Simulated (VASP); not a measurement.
# Nd3Si2I (P-62m) in VASP: single point with PBE

Aim: the single point of Nd3Si2I with PBE.

All numbers are computed with VASP 6.6.1; they aren't measurements. Logs are shortened: lines on timing, memory, paths and dates and some standing lists are left out, and cuts for length are marked.

## 1. The cell of the first run

Symmetry: P-62m, No. 189, hexagonal system. Conventional cell: a = 8.819 Å, b = 8.819 Å, c = 3.536 Å, α = 90.00°, β = 90.00°, γ = 120.00°. Within 3.7 Å of Nd (site symmetry m2m) lie 2 Si at 2.82 Å and 1 I at 3.20 Å and 2 Nd at 3.54 Å. Si (site symmetry -6) has 3 Nd at 2.82 Å and 2 Si at 3.54 Å within 3.7 Å. I (site symmetry -62m) has 3 Nd at 3.20 Å and 2 I at 3.54 Å within 4.2 Å.

The cell was built from a structure type or drawn by symmetry, and may not be a known phase.

## 2. Single point, PBE

Contents of INCAR:

```
SYSTEM = Nd3Si2I
ALGO = Normal
EDIFF = 1E-6
ENCUT = 500
GGA = PE
GGA_COMPAT = .False.
ISIF = 2
ISMEAR = 0
LASPH = .True.
LCHARG = .False.
LMAXMIX = 6
LREAL = .False.
LWAVE = .False.
NBANDS = 33
NELM = 200
PREC = Accurate
SIGMA = 0.15
```

Contents of KPOINTS:

```
k-points
0
Gamma
  2 2 3
  0 0 0
```

Contents of POSCAR:

```
Nd3Si2I
1.0
    8.8188214644      0.0000000040      0.0000000000
   -4.4094107356      7.6373234176      0.0000000000
    0.0000000000      0.0000000000      3.5355070460
Nd Si I
3 2 1
Direct
    0.3626645201      0.0000000000      0.5000000000
    0.0000000000      0.3626645201      0.5000000000
    0.6373354799      0.6373354799      0.5000000000
    0.3333333333      0.6666666667      0.5000000000
    0.6666666667      0.3333333333      0.5000000000
    0.0000000000      0.0000000000      0.5000000000
```

Potentials or basis: VASP PAW PBE potentials, release 64 (Nd_3, Si, I), 4f in core.

Started as:

```bash
$ cat potpaw_PBE.64/Nd_3/POTCAR potpaw_PBE.64/Si/POTCAR potpaw_PBE.64/I/POTCAR > POTCAR
$ mpirun -np 1 vasp_std > vasp.out
```

OUTCAR:

```text
SYSTEM = Nd3Si2I
   EDIFF = 1E-6
   ENCUT = 500
   GGA = PE
   ISIF = 2
   ISMEAR = 0
   LASPH = .True.
   LREAL = .False.
   NELM = 200
   PREC = Accurate

 ion  position               nearest neighbor table
   1  0.363  0.000  0.500-   4 2.82   5 2.82   6 3.20
   2  0.000  0.363  0.500-   5 2.82   4 2.82   6 3.20
   3  0.637  0.637  0.500-   5 2.82   4 2.82   6 3.20
   4  0.333  0.667  0.500-   1 2.82   2 2.82   3 2.82
   5  0.667  0.333  0.500-   2 2.82   1 2.82   3 2.82
   6  0.000  0.000  0.500-   2 3.20   1 3.20   3 3.20

  LATTYP: Found a hexagonal cell.
 ALAT       =     8.8188214644
 C/A-ratio  =     0.4009047082

  Lattice vectors:

 A1 = (   8.8188214644,   0.0000000040,   0.0000000000)
 A2 = (  -4.4094107356,   7.6373234176,   0.0000000000)
 A3 = (   0.0000000000,   0.0000000000,   3.5355070460)

Analysis of symmetry for initial positions (statically):
=====================================================================
 Subroutine PRICEL returns:
 Original cell was already a primitive cell.

 Routine SETGRP: Setting up the symmetry group for a
 hexagonal supercell.

 Subroutine GETGRP returns: Found 12 space group operations
 (whereof 12 operations were pure point group operations)
 out of a pool of 24 trial point group operations.

The static configuration has the point symmetry D_3h.

Analysis of symmetry for dynamics (positions and initial velocities):
=====================================================================
 Subroutine PRICEL returns:
 Original cell was already a primitive cell.

 Routine SETGRP: Setting up the symmetry group for a
 hexagonal supercell.

 Subroutine GETGRP returns: Found 12 space group operations
 (whereof 12 operations were pure point group operations)
 out of a pool of 24 trial point group operations.

The dynamic configuration has the point symmetry D_3h.

 Subroutine INISYM returns: Found 12 space group operations
 (whereof 12 operations are pure point group operations),
 and found     1 'primitive' translations

----------------------------------------------------------------------------------------

                                     Primitive cell

  volume of cell :     238.1241

  direct lattice vectors                    reciprocal lattice vectors
     8.818821464  0.000000004  0.000000000     0.113393837  0.065467962  0.000000000
[... 74 lines left out ...]
   LREAL  =      F    real-space projection
   EDIFFG = 0.1E-04   stopping-criterion for IOM
   NSW    =      0    number of steps for IOM
   IBRION =     -1    ionic relax: 0-MD 1-quasi-New 2-CG
   NFREE  =      0    steps in history (QN), initial steepest desc. (CG)
   ISIF   =      2    stress and relaxation
   ISYM   =      2    0-nonsym 1-usesym 2-fastsym
   POTIM  = 0.5000    time-step for ionic-motion
   TEBEG  =    0.0;   TEEND  =   0.0 temperature during run
   PSTRESS=    0.0 pullay stress
   NELECT =      48.0000    total number of electrons
   NUPDOWN=      -1.0000    fix difference up-down
   EMIN   =  10.00;   EMAX   =-10.00  energy-range for DOS
   EFERMI =   0.00;   METHOD = LEGACY
   ISMEAR =     0;   SIGMA  =   0.15  broadening in eV -4-tet -1-fermi 0-gaus
   EFERMI_NEDOS =   21; number of points for ismear=-14 and -15
   IALGO  =     38    algorithm
   IMIX   =      4    mixing-type and parameters
     AMIX     =   0.40;   BMIX     =  1.00
     AMIX_MAG =   1.60;   BMIX_MAG =  1.00
  volume/ion in A,a.u.               =      39.69       267.82
  Fermi-wavevector in a.u.,A,eV,Ry     =   0.959888  1.813926 12.536215  0.921386
  Thomas-Fermi vector in A             =   2.089124
   LORBIT       =      0    0 simple, 1 ext, 2 COOP (PROOUT), +10 PAW based schemes
   GGA     = PE    functional components
   LHFCALC =     F    Hartree Fock is set to
   AEXX    =    0.0000 exact exchange contribution
   IVDW    =     0    specifies the selected vdW correction
   LEPSILON=     F    determine dielectric tensor
   LRPA    =     F    only Hartree local field effects (RPA)
 non-spin polarized calculation
 Gauss-broadening in eV      SIGMA  =   0.15
  energy-cutoff  :      500.00
  volume of cell :      238.12
 maximum number of plane-waves:      6103
   NGX = 33   NGY = 33   NGZ = 13

 number of electron      48.0000001 magnetization

 Free energy of the ion-electron system (eV)
  ---------------------------------------------------
  ext. energy  EPLUGINS =         0.00000000
  ---------------------------------------------------
  free energy    TOTEN  =       -25.83773999 eV

  energy without entropy =      -25.78275950  energy(sigma->0) =      -25.81024974

 E-fermi :   2.2992     XC(G=0):  -8.1482

 val. band max:        2.1370018129   @ k =   0.0000   0.0000   0.3333
 cond. band min:       2.3274632344   @ k =   0.5000  -0.0000   0.3333
 fundamental gap:      0.1904614215
 Fermi energy:         2.2992172080

 k-point     1 :       0.0000    0.0000    0.0000
  band No.  band energies     occupation
      1     -35.6758      2.00000
      2     -35.6739      2.00000
      3     -35.6739      2.00000
      4     -16.9935      2.00000
      5     -16.9524      2.00000
      6     -16.9524      2.00000
[... 133 lines left out ...]
     32       4.9653      0.00000
     33       5.1160      0.00000

------------------------ aborting loop because EDIFF is reached ----------------------------------------

  FORCE on cell =-STRESS in cart. coord.  units (eV):
  Direction    XX          YY          ZZ          XY          YZ          ZX
  --------------------------------------------------------------------------------------
  -------------------------------------------------------------------------------------
  Total        0.6316231      0.6316231      0.1039981      0.0000000      0.0000000      0.0000000
  in kB        4.2497672      4.2497672      0.6997336      0.0000000      0.0000000      0.0000000
  external PRESSURE =       3.0664227 kB  Pullay stress =       0.0000000 kB

 VOLUME and BASIS-vectors are now :
 -----------------------------------------------------------------------------
  energy-cutoff  :      500.00
  volume of cell :      238.12
      direct lattice vectors                 reciprocal lattice vectors
     8.818821464  0.000000004  0.000000000     0.113393837  0.065467962  0.000000000
    -4.409410736  7.637323418  0.000000000    -0.000000000  0.130935924  0.000000000
     0.000000000  0.000000000  3.535507046     0.000000000  0.000000000  0.282844861

 POSITION                                       TOTAL-FORCE (eV/Angst)
 -----------------------------------------------------------------------------------
      3.19827      0.00000      1.76775        -0.068127     -0.000000     -0.000000
     -1.59914      2.76979      1.76775         0.034064     -0.059000      0.000000
      2.81027      4.86754      1.76775         0.034064      0.059000     -0.000000
     -0.00000      5.09155      1.76775        -0.000000     -0.000000      0.000000
      4.40941      2.54577      1.76775        -0.000000     -0.000000      0.000000
      0.00000      0.00000      1.76775        -0.000000     -0.000000      0.000000
 -----------------------------------------------------------------------------------
    total drift:                               -0.000000     -0.000000      0.000000

  FREE ENERGIE OF THE ION-ELECTRON SYSTEM (eV)
  ---------------------------------------------------
  free  energy   TOTEN  =       -25.8377399932 eV

  energy  without entropy=      -25.7827594967  energy(sigma->0) =      -25.81024974
```

OSZICAR:

```text
N       E                     dE             d eps       ncg     rms          rms(c)
DAV:   1     0.344301700777E+03    0.34430E+03   -0.19633E+04   264   0.120E+03
DAV:   2    -0.126069518262E+01   -0.34556E+03   -0.33298E+03   309   0.298E+02
DAV:   3    -0.258954697594E+02   -0.24635E+02   -0.24148E+02   408   0.616E+01
DAV:   4    -0.280261185270E+02   -0.21306E+01   -0.21204E+01   464   0.164E+01
DAV:   5    -0.280732455070E+02   -0.47127E-01   -0.47104E-01   384   0.242E+00    0.952E+00
DAV:   6    -0.259852173814E+02    0.20880E+01   -0.55356E+00   334   0.705E+00    0.517E+00
DAV:   7    -0.258624131095E+02    0.12280E+00   -0.53164E-01   368   0.295E+00    0.271E+00
DAV:   8    -0.258340250768E+02    0.28388E-01   -0.20471E-01   350   0.194E+00    0.689E-01
DAV:   9    -0.258361080700E+02   -0.20830E-02   -0.16413E-02   415   0.436E-01    0.488E-01
DAV:  10    -0.258375492786E+02   -0.14412E-02   -0.94124E-03   302   0.329E-01    0.123E-01
DAV:  11    -0.258375925406E+02   -0.43262E-04   -0.88170E-04   351   0.104E-01    0.838E-02
DAV:  12    -0.258377212441E+02   -0.12870E-03   -0.29604E-04   318   0.667E-02    0.141E-02
DAV:  13    -0.258377357988E+02   -0.14555E-04   -0.35382E-05   416   0.186E-02    0.125E-02
DAV:  14    -0.258377393314E+02   -0.35326E-05   -0.49549E-06   286   0.991E-03    0.347E-03
DAV:  15    -0.258377399932E+02   -0.66180E-06   -0.11328E-06   261   0.416E-03
   1 F= -.25837740E+02 E0= -.25810250E+02  d E =-.549805E-01
```

stdout:

```text
POSCAR found type information on POSCAR NdSiI
 POSCAR found :  3 types and       6 ions
 scaLAPACK will be used
 LDA part: xc-table for (Slater+PW92), standard interpolation
 POSCAR, INCAR and KPOINTS ok, starting setup
 FFT: planning ... GRIDC
 FFT: planning ... GRID_SOFT
 FFT: planning ... GRID
 WAVECAR not read
 entering main loop
```

Wall time 40 s (1 thread of AMD EPYC 7R13 (Zen 3), shared host); peak memory 0.3 GiB.

What came out:

```
Free energy            : -25.8377 eV
Pressure               : 0.3 GPa
Largest force          : 0.068 eV/Å
Band gap on the k mesh : zero (bands 24 and 25 overlap by 0.34 eV)
```

Forces in eV/Å, atoms in the order of the input:
```
Nd  -0.068  0.000  0.000
Nd   0.034 -0.059  0.000
Nd   0.034  0.059  0.000
Si   0.000  0.000  0.000
Si   0.000  0.000  0.000
I    0.000  0.000  0.000
```

Stress tensor (GPa, compression positive):
```
0.42 0.00 0.00
0.00 0.42 0.00
0.00 0.00 0.07
```

Caveat: the k points lie up to 0.59 Å⁻¹ apart; spin-orbit coupling is left out, which moves the levels of the heavy elements; the 4f electrons are frozen in the core, so they carry no moment and show no levels; the run has no spin polarisation, though such a crystal can be magnetic. Spin polarisation is off, so any magnetic state and its effect on volume and gap are missing.
